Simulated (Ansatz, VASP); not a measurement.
BiSb3O2 in VASP and in Ansatz

```
CELL_PARAMETERS angstrom
6.42658 0.00000 0.00000
-3.21329 5.56558 0.00000
0.00000 0.00000 3.53250
ATOMIC_POSITIONS crystal
Sb 0.00000 0.50000 0.00000
Sb 0.50000 0.50000 0.00000
Sb 0.50000 0.00000 0.00000
Bi 0.00000 0.00000 0.50000
O 0.66667 0.33333 0.50000
O 0.33333 0.66667 0.50000
```

Change from the starting cell: species swapped into the DyB2Rh3 type (P6/mmm, No. 191).

Alike in both runs: functional PBE; k mesh 3 × 3 × 6; occupations gaussian, width 0.1 eV; no spin polarisation.

Ansatz relaxed the structure, and its values are those at the end. VASP's run is a single point on that final structure, the one shown.

|  | VASP | Ansatz |
| --- | --- | --- |
| version | VASP 6.6.1 | Ansatz 0.2.0 |
| potentials or method | VASP PAW PBE potentials, release 64 (Sb, Bi_d, O), cutoff 520 eV | scalar-relativistic, plane waves, PAW |
| valence electrons in the cell | 42 | 72 |

```tsv
	VASP	Ansatz	Ansatz less VASP
gap on the k mesh at the Fermi level (eV)	none	none	-
pressure (GPa)	-0.4	0.1	+0.46
```

A gap of «none» marks a metal or a gap that the smearing closes. VASP's potentials hold 42 valence electrons a cell and Ansatz's 72, so a difference there can come from the potentials and not from the codes.

The k mesh is coarse, so the values compare programs but aren't converged. Spin-orbit coupling is off throughout.
